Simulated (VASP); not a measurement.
# Ru (Im-3m) in VASP: further runs

Runs on Ru. Level: LDA. Tasks: relaxation of cell and atoms.

All numbers are computed with VASP 6.6.1; they aren't measurements. Logs are shortened: lines on timing, memory, paths and dates and some standing lists are left out, and cuts for length are marked.

## (1) The cell of the first run

The structure is cubic, space group Im-3m (No. 229). The conventional cell has a = 3.010 Å, b = 3.010 Å, c = 3.010 Å, α = 90.00°, β = 90.00°, γ = 90.00°. Within 3.4 Å of Ru (site symmetry m-3m) lie 14 Ru at 2.61 to 3.01 Å.

## (2) Relaxation of cell and atoms, LDA

The input, INCAR:

```
PREC = Accurate
ENCUT = 600
EDIFF = 1E-7
ISMEAR = -1
SIGMA = 0.1
LREAL = False
LASPH = True
NELM = 80
ALGO = Normal
ISIF = 3
LWAVE = False
LCHARG = False
IBRION = 2
NSW = 80
EDIFFG = -0.02
```

The input, KPOINTS:

```
regular mesh
0
Gamma
  10 10 10
```

The input, POSCAR:

```
Ru
1.0
    1.5050000000      1.5050000000      1.5050000000
   -1.5050000000      1.5050000000      1.5050000000
   -1.5050000000     -1.5050000000      1.5050000000
Ru
1
Direct
    0.0000000000      0.0000000000      0.0000000000
```

Potentials or basis: VASP PAW LDA potentials, release 64 (Ru_pv).

Launch:

```sh
cat potpaw_LDA.64/Ru_pv/POTCAR > POTCAR
mpirun -np 1 vasp_std > vasp.out
```

OUTCAR:

```text
PREC = Accurate
   ENCUT = 600
   EDIFF = 1E-7
   ISMEAR = -1
   LREAL = False
   LASPH = True
   NELM = 80
   ISIF = 3
   IBRION = 2
   NSW = 80
   EDIFFG = -0.02

 ion  position               nearest neighbor table
   1  0.000  0.000  0.000-

  LATTYP: Found a body centered cubic cell.
 ALAT       =     3.0100000000

  Lattice vectors:

 A1 = (   1.5050000000,  -1.5050000000,  -1.5050000000)
 A2 = (   1.5050000000,   1.5050000000,   1.5050000000)
 A3 = (  -1.5050000000,  -1.5050000000,   1.5050000000)

Analysis of symmetry for initial positions (statically):
=====================================================================
 Subroutine PRICEL returns:
 Original cell was already a primitive cell.

 Routine SETGRP: Setting up the symmetry group for a
 body centered cubic supercell.

 Subroutine GETGRP returns: Found 48 space group operations
 (whereof 48 operations were pure point group operations)
 out of a pool of 48 trial point group operations.

The static configuration has the point symmetry O_h .

Analysis of symmetry for dynamics (positions and initial velocities):
=====================================================================
 Subroutine PRICEL returns:
 Original cell was already a primitive cell.

 Routine SETGRP: Setting up the symmetry group for a
 body centered cubic supercell.

 Subroutine GETGRP returns: Found 48 space group operations
 (whereof 48 operations were pure point group operations)
 out of a pool of 48 trial point group operations.

The dynamic configuration has the point symmetry O_h .

 Subroutine INISYM returns: Found 48 space group operations
 (whereof 48 operations are pure point group operations),
 and found     1 'primitive' translations

----------------------------------------------------------------------------------------

                                     Primitive cell

  volume of cell :      13.6355

  direct lattice vectors                    reciprocal lattice vectors
     1.505000000  1.505000000  1.505000000     0.332225914  0.000000000  0.332225914
    -1.505000000  1.505000000  1.505000000    -0.332225914  0.332225914  0.000000000
    -1.505000000 -1.505000000  1.505000000     0.000000000 -0.332225914  0.332225914

  length of vectors
     2.606736465  2.606736465  2.606736465     0.469838393  0.469838393  0.469838393

  position of ions in fractional coordinates (direct lattice)
     0.000000000  0.000000000  0.000000000

  ion indices of the primitive-cell ions
   primitive index   ion index
                 1           1

----------------------------------------------------------------------------------------

 KPOINTS: regular mesh

Automatic generation of k-mesh.
 Grid dimensions read from file:
 generate k-points for:   10   10   10

 Generating k-lattice:

  Cartesian coordinates                     Fractional coordinates (reciprocal lattice)
     0.033222591  0.000000000  0.033222591     0.100000000  0.000000000  0.000000000
    -0.033222591  0.033222591  0.000000000     0.000000000  0.100000000  0.000000000
     0.000000000 -0.033222591  0.033222591     0.000000000  0.000000000  0.100000000

  Length of vectors
     0.046983839  0.046983839  0.046983839

  Shift w.r.t. Gamma in fractional coordinates (k-lattice)
     0.000000000  0.000000000  0.000000000

 Subroutine IBZKPT returns following result:
 ===========================================

 Found     47 irreducible k-points:

 Following reciprocal coordinates:
            Coordinates               Weight
  0.000000  0.000000  0.000000      1.000000
  0.100000  0.000000  0.000000     12.000000
  0.200000  0.000000  0.000000     12.000000
  0.300000  0.000000  0.000000     12.000000
  0.400000  0.000000  0.000000     12.000000
  0.500000  0.000000  0.000000      6.000000
[... 16 lines left out ...]
  0.100000  0.300000  0.100000      8.000000
  0.500000  0.300000  0.100000     24.000000
 [... further k-points ...]
   k-points           NKPTS =     47   k-points in BZ     NKDIM =     47   number of bands    NBANDS=     11
   number of dos      NEDOS =    301   number of ions     NIONS =      1
   total plane-waves  NPLWV =  13824
   dimension x,y,z NGX =    24 NGY =   24 NGZ =   24
   dimension x,y,z NGXF=    48 NGYF=   48 NGZF=   48
   ions per type =               1
   NGX,Y,Z   is equivalent  to a cutoff of  15.31, 15.31, 15.31 a.u.
   NGXF,Y,Z  is equivalent  to a cutoff of  30.61, 30.61, 30.61 a.u.
 SYSTEM =  unknown system
   PREC   = accura    normal or accurate (medium, high low for compatibility)
   ISTART =      0    job   : 0-new  1-cont  2-samecut
   ICHARG =      2    charge: 1-file 2-atom 10-const
   ISPIN  =      1    spin polarized calculation?
   LNONCOLLINEAR =      F non collinear calculations
   LSORBIT =      F    spin-orbit coupling
   LASPH  =      T    aspherical Exc in radial PAW
   ENCUT  =  600.0 eV  44.10 Ry    6.64 a.u.   5.21  5.21  5.21*2*pi/ulx,y,z
   NELM   =     80;   NELMIN=  2; NELMDL= -5     # of ELM steps
   EDIFF  = 0.1E-06   stopping-criterion for ELM
   LREAL  =      F    real-space projection
   EDIFFG = -.2E-01   stopping-criterion for IOM
   NSW    =     80    number of steps for IOM
   IBRION =      2    ionic relax: 0-MD 1-quasi-New 2-CG
   NFREE  =      1    steps in history (QN), initial steepest desc. (CG)
   ISIF   =      3    stress and relaxation
   ISYM   =      2    0-nonsym 1-usesym 2-fastsym
   POTIM  = 0.5000    time-step for ionic-motion
   TEBEG  =    0.0;   TEEND  =   0.0 temperature during run
   PSTRESS=    0.0 pullay stress
   NELECT =      14.0000    total number of electrons
   NUPDOWN=      -1.0000    fix difference up-down
   EMIN   =  10.00;   EMAX   =-10.00  energy-range for DOS
   EFERMI =   0.00;   METHOD = LEGACY
   ISMEAR =    -1;   SIGMA  =   0.10  broadening in eV -4-tet -1-fermi 0-gaus
   EFERMI_NEDOS =   21; number of points for ismear=-14 and -15
   IALGO  =     38    algorithm
   IMIX   =      4    mixing-type and parameters
     AMIX     =   0.40;   BMIX     =  1.00
     AMIX_MAG =   1.60;   BMIX_MAG =  1.00
  volume/ion in A,a.u.               =      13.64        92.02
  Fermi-wavevector in a.u.,A,eV,Ry     =   1.651560  3.120996 37.111935  2.727650
  Thomas-Fermi vector in A             =   2.740319
   LORBIT       =      0    0 simple, 1 ext, 2 COOP (PROOUT), +10 PAW based schemes
   GGA     = CA    functional components
   LHFCALC =     F    Hartree Fock is set to
   AEXX    =    0.0000 exact exchange contribution
   IVDW    =     0    specifies the selected vdW correction
   LEPSILON=     F    determine dielectric tensor
   LRPA    =     F    only Hartree local field effects (RPA)
 conjugate gradient relaxation of ions
 non-spin polarized calculation
  energy-cutoff  :      600.00
  volume of cell :       13.64
 maximum number of plane-waves:       468
 NGX is ok and might be reduce to    24
   NGX = 11   NGY = 11   NGZ = 11

--------------------------------------- Ionic step        1  -------------------------------------------

 number of electron      13.9999998 magnetization

 Free energy of the ion-electron system (eV)
  ---------------------------------------------------
  ext. energy  EPLUGINS =         0.00000000
  ---------------------------------------------------
  free energy    TOTEN  =       -10.04693208 eV

  energy without entropy =       -9.98341571  energy(sigma->0) =      -10.01517390

------------------------ aborting loop because EDIFF is reached ----------------------------------------

  FORCE on cell =-STRESS in cart. coord.  units (eV):
  Direction    XX          YY          ZZ          XY          YZ          ZX
  --------------------------------------------------------------------------------------
  -------------------------------------------------------------------------------------
  Total       -0.1793337     -0.1793337     -0.1793337      0.0000000     -0.0000000      0.0000000
  in kB      -21.0718694    -21.0718694    -21.0718694      0.0000000     -0.0000000      0.0000000
  external PRESSURE =     -21.0718694 kB  Pullay stress =       0.0000000 kB
[... 55 lines left out ...]
  energy  without entropy=       -9.9811390007  energy(sigma->0) =      -10.01161218

--------------------------------------- Ionic step        3  -------------------------------------------

 number of electron      13.9999999 magnetization

 Free energy of the ion-electron system (eV)
  ---------------------------------------------------
  ext. energy  EPLUGINS =         0.00000000
  ---------------------------------------------------
  free energy    TOTEN  =       -10.04751603 eV

  energy without entropy =       -9.98464856  energy(sigma->0) =      -10.01608229

 E-fermi :  12.8778     XC(G=0): -14.3860

 val. band max:       12.8686728505   @ k =   0.1000   0.5000   0.1000
 cond. band min:      12.8783731026   @ k =   0.2000   0.5000   0.1000
 fundamental gap:      0.0097002521
 Fermi energy:        12.8778457571

 k-point     1 :       0.0000    0.0000    0.0000
  band No.  band energies     occupation
      1     -29.4683      2.00000
      2     -29.4683      2.00000
      3     -29.4683      2.00000
      4       4.6870      2.00000
      5       9.9553      2.00000
      6       9.9553      2.00000
      7       9.9553      2.00000
      8      12.7878      1.42224
      9      12.7878      1.42224
     10      22.9530      0.00000
     11      30.0233      0.00000
[... 309 lines left out ...]
 k-point    24 :       0.5000    0.3000    0.1000
  band No.  band energies     occupation
      1     -30.3753      2.00000
      2     -30.0490      2.00000
      3     -29.6473      2.00000
      4       8.1034      2.00000
      5       8.4460      2.00000
      6       9.7192      2.00000
      7      12.2912      1.99435
      8      13.8218      0.00016
      9      18.4635      0.00000
     10      22.9512      0.00000
     11      24.8337      0.00000

 [... further k-points ...]

------------------------ aborting loop because EDIFF is reached ----------------------------------------

  FORCE on cell =-STRESS in cart. coord.  units (eV):
  Direction    XX          YY          ZZ          XY          YZ          ZX
  --------------------------------------------------------------------------------------
  -------------------------------------------------------------------------------------
  Total       -0.0015069     -0.0015069     -0.0015069      0.0000000      0.0000000      0.0000000
  in kB       -0.1782083     -0.1782083     -0.1782083      0.0000000      0.0000000      0.0000000
  external PRESSURE =      -0.1782083 kB  Pullay stress =       0.0000000 kB
[... 16 lines left out ...]
  FREE ENERGIE OF THE ION-ELECTRON SYSTEM (eV)
  ---------------------------------------------------
  free  energy   TOTEN  =       -10.0475160297 eV

  energy  without entropy=       -9.9846485588  energy(sigma->0) =      -10.01608229

 reached required accuracy - stopping structural energy minimisation
```

Run time: 9.4 s. Hardware: 1 thread of AMD EPYC 9R45 (Zen 5), shared host; peak memory 0.11 GiB.

Results:

| Item | Value |
| --- | --- |
| Free energy | -10.0475 eV |
| Relaxed volume | 13.55 Å³/atom |
| Relaxed cell | a = 2.601 Å, b = 2.601 Å, c = 2.601 Å, α = 70.53°, β = 109.47°, γ = 70.53° |
| Space group after relaxing (to 0.05 Å) | Im-3m (No. 229) |
| Energy gained by relaxing | 0.6 meV/atom |
| Ionic steps | 3 |
| Pressure after relaxing | 0.0 GPa |
| Band gap on the k mesh | zero (band 7 reaches 14.83 eV, above the bottom of band 8 at 11.37 eV) |

The path:
| step | energy change (eV) | largest force (eV/Å) | pressure (GPa) | volume (Å³) |
| --- | --- | --- | --- | --- |
| 1 | 0.0000 | 0.0000 | -2.11 | 13.64 |
| 2 | 0.0048 | 0.0000 | 6.77 | 13.28 |
| 3 | -0.0006 | 0.0000 | -0.02 | 13.55 |

Final structure:
```
CELL_PARAMETERS angstrom
1.50176 1.50176 1.50176
-1.50176 1.50176 1.50176
-1.50176 -1.50176 1.50176
ATOMIC_POSITIONS crystal
Ru 0.00000 0.00000 0.00000
```

## (3) Relaxation of cell and atoms, LDA, target pressure 5 GPa, at which the enthalpy is minimised

The input, INCAR:

```
SYSTEM = Ru
  ALGO = Normal
  EDIFF = 1E-6
  EDIFFG = -0.02
  ENCUT = 600
  GGA = CA
  IBRION = 2
  ISIF = 3
  ISMEAR = -1
  LASPH = .True.
  LCHARG = .False.
  LREAL = .False.
  LWAVE = .False.
  NELM = 60
  NSW = 80
  PREC = Accurate
  PSTRESS = 50.0
  SIGMA = 0.1
```

The input, KPOINTS:

```
k-points
0
Gamma
  10 10 10
  0 0 0
```

POSCAR is that of step 2.

Potentials or basis: VASP PAW LDA potentials, release 64 (Ru_pv).

Launch:

```sh
cat potpaw_LDA.64/Ru_pv/POTCAR > POTCAR
mpirun -np 1 vasp_std > vasp.out
```

It took 9.5 s on 1 thread of AMD EPYC 9R45 (Zen 5), shared host; peak memory 0.11 GiB.

It converged, with:

* Free energy: -10.0447 eV
* Relaxed volume: 13.36 Å³/atom
* Relaxed cell: a = 2.589 Å, b = 2.589 Å, c = 2.589 Å, α = 70.53°, β = 109.47°, γ = 70.53°
* Space group after relaxing (to 0.05 Å): Im-3m (No. 229)
* Energy change on relaxing (the enthalpy is what falls): +2.2 meV/atom
* Ionic steps: 3
* Pressure after relaxing: 4.8 GPa
* Band gap on the k mesh: zero (band 7 reaches 15.14 eV, above the bottom of band 8 at 11.60 eV)

The path:
```tsv
step	energy change (eV)	largest force (eV/Å)	pressure (GPa)	volume (Å³)
1	0.0000	0.0000	-2.11	13.64
2	0.1014	0.0000	33.08	12.48
3	0.0022	0.0000	4.77	13.36
```

Final structure:
```
Ru
1.0
     1.49471    1.49471    1.49471
    -1.49471    1.49471    1.49471
    -1.49471   -1.49471    1.49471
Ru
1
Direct
  0.00000 0.00000 0.00000
```

Levels at points of the mesh, in eV from the Fermi level:
| k point | band 3 | band 4 | band 5 | band 6 | band 7 | band 8 | band 9 | band 10 | band 11 |
| --- | --- | --- | --- | --- | --- | --- | --- | --- | --- |
| (0.00, 0.00, 0.00) | -42.35 | -8.28 | -2.98 | -2.98 | -2.98 | -0.09 | -0.09 | 10.06 | 17.15 |
| (0.50, 0.00, 0.00) | -42.36 | -6.55 | -4.86 | -0.10 | 0.41 | 1.24 | 2.67 | 10.05 | 10.81 |
| (0.50, 0.50, 0.50) | -43.17 | -6.70 | -6.70 | 2.00 | 2.00 | 2.00 | 9.55 | 9.55 | 9.55 |

Caveat: the cell is relaxed towards a set pressure, so the enthalpy falls and the energy may rise.

## (4) Relaxation of cell and atoms, LDA, target pressure 10 GPa, at which the enthalpy is minimised

The input, INCAR:

```
SYSTEM = Ru
PREC = Accurate
ENCUT = 600
EDIFF = 1E-7
ISMEAR = -1
SIGMA = 0.1
LREAL = .False.
LASPH = .True.
NELM = 100
ALGO = Normal
ISIF = 3
LWAVE = .False.
LCHARG = .False.
GGA = CA
IBRION = 2
NSW = 80
EDIFFG = -0.02
PSTRESS = 100.0
```

The input, KPOINTS:

```
Automatic mesh
0
Gamma
  10 10 10
  0 0 0
```

POSCAR is that of step 3.

Launch:

```sh
cat potpaw_LDA.64/Ru_pv/POTCAR > POTCAR
mpirun -np 1 vasp_std > vasp.out
```

Run time: 12 s. Hardware: 1 thread of AMD EPYC 9R45 (Zen 5), shared host; peak memory 0.12 GiB.

Results (log left out):

```yaml
Free_energy: -10.0363 eV
Relaxed_volume: 13.17 Å³/atom
Relaxed_cell: a = 2.577 Å, b = 2.577 Å, c = 2.577 Å, α = 70.53°, β = 109.47°, γ = 70.53°
Space_group_after_relaxing_to_0.05_Å: Im-3m (No. 229)
Energy_change_on_relaxing_the_enthalpy_is_what_falls: +10.7 meV/atom
Ionic_steps: 4
Pressure_after_relaxing: 9.9 GPa
Band_gap_on_the_k_mesh: zero (band 7 reaches 15.45 eV, above the bottom of band 8 at 11.84 eV)
```

Step by step:
| step | energy change (eV) | largest force (eV/Å) | pressure (GPa) | volume (Å³) |
| --- | --- | --- | --- | --- |
| 1 | 0.0000 | 0.0000 | -2.11 | 13.64 |
| 2 | 0.3418 | 0.0000 | 68.31 | 11.70 |
| 3 | 0.0095 | 0.0000 | 9.33 | 13.19 |
| 4 | 0.0107 | 0.0000 | 9.89 | 13.17 |

Final structure:
```
Ru
1.0
     1.48776    1.48776    1.48776
    -1.48776    1.48776    1.48776
    -1.48776   -1.48776    1.48776
Ru
1
Cartesian
  -1.4878 1.4878 1.4878
```

Levels at points of the mesh, in eV from the Fermi level:
| k point | band 5 | band 6 | band 7 | band 8 | band 9 | band 10 |
| --- | --- | --- | --- | --- | --- | --- |
| (0.00, 0.00, 0.00) | -3.04 | -3.04 | -3.04 | -0.10 | -0.10 | 10.05 |
| (0.50, 0.00, 0.00) | -4.96 | -0.10 | 0.43 | 1.26 | 2.73 | 10.04 |
| (0.50, 0.50, 0.50) | -6.84 | 2.05 | 2.05 | 2.05 | 9.63 | 9.63 |

Caveat: the cell is relaxed towards a set pressure, so the enthalpy falls and the energy may rise.

## (5) Relaxation of cell and atoms, LDA, target pressure 20 GPa, at which the enthalpy is minimised

The input, INCAR:

```
  PREC = Accurate
  ENCUT = 600
  EDIFF = 1E-7
  ISMEAR = -1
  SIGMA = 0.1
  LREAL = F
  LASPH = T
  NELM = 80
  ALGO = Normal
  ISIF = 3
  LWAVE = F
  LCHARG = F
  GGA = CA
  IBRION = 2
  NSW = 80
  EDIFFG = -0.02
  PSTRESS = 200.0
```

The input, KPOINTS:

```
Automatic mesh
0
Gamma
  10 10 10
```

POSCAR is that of step 4.

Launch:

```sh
cat potpaw_LDA.64/Ru_pv/POTCAR > POTCAR
mpirun -np 1 vasp_std > vasp.out
```

Wall time 15 s (1 thread of AMD EPYC 9R45 (Zen 5), shared host); peak memory 0.12 GiB.

Results (log left out):

| Item | Value |
| --- | --- |
| Free energy | -10.0057 eV |
| Relaxed volume | 12.84 Å³/atom |
| Relaxed cell | a = 2.555 Å, b = 2.555 Å, c = 2.555 Å, α = 70.53°, β = 109.47°, γ = 70.53° |
| Space group after relaxing (to 0.05 Å) | Im-3m (No. 229) |
| Energy change on relaxing (the enthalpy is what falls) | +41.2 meV/atom |
| Ionic steps | 5 |
| Pressure after relaxing | 20.0 GPa |
| Band gap on the k mesh | zero (band 7 reaches 16.03 eV, above the bottom of band 8 at 12.26 eV) |

The path:
```tsv
step	energy change (eV)	largest force (eV/Å)	pressure (GPa)	volume (Å³)
1	0.0000	0.0000	-2.11	13.64
2	1.4000	0.0000	176.58	10.25
3	0.0321	0.0000	17.50	12.92
4	0.0387	0.0000	19.33	12.86
5	0.0412	0.0000	20.00	12.84
```

Final structure:
```yaml
crystal:
  lattice:
    - [1.47524, 1.47524, 1.47524]
    - [-1.47524, 1.47524, 1.47524]
    - [-1.47524, -1.47524, 1.47524]
  atoms:
    - { symbol: Ru, position: [0.00000, 0.00000, 0.00000] }
```

Levels at points of the mesh, in eV from the Fermi level:
```tsv
k point	band 4	band 5	band 6	band 7	band 8	band 9	band 10	band 11
(0.00, 0.00, 0.00)	-8.52	-3.16	-3.16	-3.16	-0.11	-0.11	10.02	17.16
(0.50, 0.00, 0.00)	-6.89	-5.15	-0.10	0.45	1.29	2.85	10.02	11.36
(0.50, 0.50, 0.50)	-7.10	-7.10	2.13	2.13	2.13	9.79	9.79	9.79
```

Caveat: the cell is relaxed towards a set pressure, so the enthalpy falls and the energy may rise.

## (6) Summary

```csv
cell,gap on the mesh (eV),pressure (GPa)
relaxed,none,0.0
relaxed to 5 GPa,none,4.8
relaxed to 10 GPa,none,9.9
relaxed to 20 GPa,none,20.0
```

Alike in all rows: task relaxation of cell and atoms; level LDA; potentials or basis VASP PAW LDA potentials, release 64 (Ru_pv); no spin polarisation; k mesh 10 × 10 × 10; cutoff (eV) 600; smearing fermi-dirac 0.1 eV.

Caveats: the cell is relaxed towards a set pressure, so the enthalpy falls and the energy may rise (some runs).

Absolute energies hang on the potentials; compare differences alone.
